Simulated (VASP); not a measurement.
# PbS: relaxation of cell and atoms with LDA

PbS:

```
CELL_PARAMETERS angstrom
0.00000 2.96575 2.96575
2.96575 0.00000 2.96575
2.96575 2.96575 0.00000
ATOMIC_POSITIONS crystal
Pb 0.00000 0.00000 0.00000
S 0.50000 0.50000 0.50000
```

```
Program                : VASP 6.6.1
Task                   : relaxation of cell and atoms
Functional             : LDA
Potentials or basis    : VASP PAW LDA potentials, release 64 (Pb_d, S)
Cutoff                 : 500 eV
k mesh                 : 6 × 6 × 6
Occupations            : gaussian, width 0.01 eV
Spin                   : no spin polarisation
Target pressure        : -2 GPa
Dipole correction      : no
Further INCAR settings : ALGO = Normal; EDIFF = 1e-07; IBRION = 2; EDIFFG = -0.03; NSW = 80; ISIF = 3
```

```yaml
Relaxed_volume: 25.82 Å³/atom
Relaxed_cell: a = 4.180 Å, b = 4.180 Å, c = 4.180 Å, α = 60.00°, β = 60.00°, γ = 60.00°
Space_group_after_relaxing_to_0.1_Å: Fm-3m (No. 225)
Energy_change_on_relaxing_the_run_minimises_the_enthalpy: -3.8 meV/atom
Ionic_steps: 3
Pressure_after_relaxing: -2.0 GPa
Band_gap_on_the_k_mesh: 0.17 eV
```

Step by step:
```
step  energy change (eV)  largest force (eV/Å)  pressure (GPa)  volume (Å³)
   1              0.0000                0.0000           -2.57        52.17
   2             -0.0096                0.0000           -1.81        51.47
   3             -0.0075                0.0000           -2.00        51.64
```

Final structure:
```
Pb S
1.0
     0.00000    2.95573    2.95573
     2.95573    0.00000    2.95573
     2.95573    2.95573    0.00000
Pb S
1 1
Direct
  0.00000 0.00000 0.00000
  0.50000 0.50000 0.50000
```

Levels at points of the mesh, in eV from the valence-band top:
```
           k point  band 8  band 9  band 10  band 11  band 12  band 13
(0.00, 0.00, 0.00)   -2.23   -2.23    -2.23     5.09     5.09     5.09
(0.50, 0.00, 0.00)   -1.81   -1.81     0.00     0.17     1.80     1.80
(0.50, 0.50, 0.00)   -5.36   -3.54    -3.54     3.67     5.48     5.59
```

Run time: 28 s on 1 thread of Intel Xeon 8259CL, on a shared host, peak memory 0.17 GiB.

Caveat: the cell is relaxed towards a set pressure, so the run minimises the enthalpy, not the energy; spin-orbit coupling is left out, which moves the levels of the heavy elements. LDA usually gives volumes a few per cent too small.
